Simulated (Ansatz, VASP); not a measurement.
## Si2W: VASP beside Ansatz

File INCAR:

```
PREC = Accurate
ENCUT = 520
EDIFF = 1E-6
ISMEAR = 0
SIGMA = 0.15
LREAL = False
LASPH = True
NELM = 60
ALGO = Normal
ISIF = 2
LWAVE = False
LCHARG = False
GGA = PE
NBANDS = 56
```

Contents of KPOINTS:

```
regular mesh
0
Gamma
  14 14 3
```

File POSCAR:

```
Si2W
1.0
   -3.2289953163      0.0000000000      0.0000000000
    0.0000000000     -3.2289953163      0.0000000000
    0.0000000000      0.0000000000     15.7336556345
Si W
8 4
Direct
    0.5000000000      0.5000000000      0.4172872027
    1.0000000000      1.0000000000      0.1672872027
    0.5000000000      0.5000000000      0.9172872027
    1.0000000000      1.0000000000      0.6672872027
    0.5000000000      0.5000000000      0.5827127973
    1.0000000000      1.0000000000      0.3327127973
    0.5000000000      0.5000000000      0.0827127973
    1.0000000000      1.0000000000      0.8327127973
    0.5000000000      0.5000000000      0.7500000000
    1.0000000000      1.0000000000      0.5000000000
    0.5000000000      0.5000000000      0.2500000000
    1.0000000000      1.0000000000      0.0000000000
```

Input for Ansatz:

```yaml
crystal:
  lattice:
    - [-3.2289953163, 0.0, 0.0]
    - [0.0, -3.2289953163, 0.0]
    - [0.0, 0.0, 15.7336556345]
  atoms:
    - { symbol: Si, position: [0.5, 0.5, 0.4172872027] }
    - { symbol: Si, position: [1.0, 1.0, 0.1672872027] }
    - { symbol: Si, position: [0.5, 0.5, 0.9172872027] }
    - { symbol: Si, position: [1.0, 1.0, 0.6672872027] }
    - { symbol: Si, position: [0.5, 0.5, 0.5827127973] }
    - { symbol: Si, position: [1.0, 1.0, 0.3327127973] }
    - { symbol: Si, position: [0.5, 0.5, 0.0827127973] }
    - { symbol: Si, position: [1.0, 1.0, 0.8327127973] }
    - { symbol: W, position: [0.5, 0.5, 0.75] }
    - { symbol: W, position: [1.0, 1.0, 0.5] }
    - { symbol: W, position: [0.5, 0.5, 0.25] }
    - { symbol: W, position: [1.0, 1.0, 0.0] }
basis:
  ecutwfc: 420
kpoints:
  mp_grid: { grid: [14, 14, 3] }
hamiltonian:
  xc: pbe
scf:
  occupations: { method: gaussian, width: 0.15 }
output:
  forces: true
  stress: true
  eigenvalues: true
```

Alike in both runs: task single point; functional PBE; k mesh 14 × 14 × 3; occupations gaussian, width 0.15 eV; no spin polarisation.

|  | VASP | Ansatz |
| --- | --- | --- |
| version | VASP 6.6.1 | Ansatz 0.2.0 |
| potentials or method | VASP PAW PBE potentials, release 64 (Si, W_sv), cutoff 520 eV | scalar-relativistic, plane waves, PAW |
| valence electrons in the cell | 88 | 88 |

|  | VASP | Ansatz | Ansatz less VASP |
| --- | --- | --- | --- |
| gap on the k mesh at the Fermi level (eV) | none | none | - |
| pressure (GPa) | 0.1 | 0.0 | -0.08 |

A gap of «none» marks a metal or a gap that the smearing closes.

Spin-orbit coupling is off throughout.
